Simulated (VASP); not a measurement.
Runs of VASP 6.6.1 on Tc. The structure is that of space group Fm-3m (No. 225), or close to it. The cells are those of the table. This isn't the form of Tc at room conditions, which is hcp.

```tsv
task	cell	gap on the mesh (eV)	pressure (GPa)
relaxation of cell and atoms	relaxed to 20 GPa from a = 2.722 Å, angles 60.0°, 1 atom	none	20.0
single point	a = 2.662 Å, angles 60.0°, 1 atom	none	19.1
relaxation of cell and atoms	relaxed to 60 GPa from a = 2.722 Å, angles 60.0°, 1 atom	none	59.8
relaxation of cell and atoms	relaxed to 40 GPa from a = 2.722 Å, angles 60.0°, 1 atom	none	40.1
single point	a = 2.622 Å, angles 60.0°, 1 atom	none	(a)
relaxation of cell and atoms	relaxed from a = 2.722 Å, angles 60.0°, 1 atom	none	-0.1
single point	a = 2.712 Å, angles 60.0°, 1 atom	none	-0.8
single point	a = 2.588 Å, angles 60.0°, 1 atom	none	59.2
```

Alike in all rows: level PBEsol; potentials or basis VASP PAW PBE potentials, release 64 (Tc_pv); no spin polarisation; k mesh 10 × 10 × 10; cutoff (eV) 500; smearing fermi-dirac 0.05 eV.

Q: Estimate the missing entries.

A: (a) 39.2.

Caveats: the PAW data sets were made with another functional, which shifts forces and pressure a little; the cell is relaxed towards a set pressure, so the run minimises the enthalpy, not the energy (at least some runs); the cell stands under pressure (at least some runs).

A k mesh can miss the band edges, and the runs leave out spin-orbit coupling on Tc.

A gap of «none» marks levels without a gap at the run's occupations.
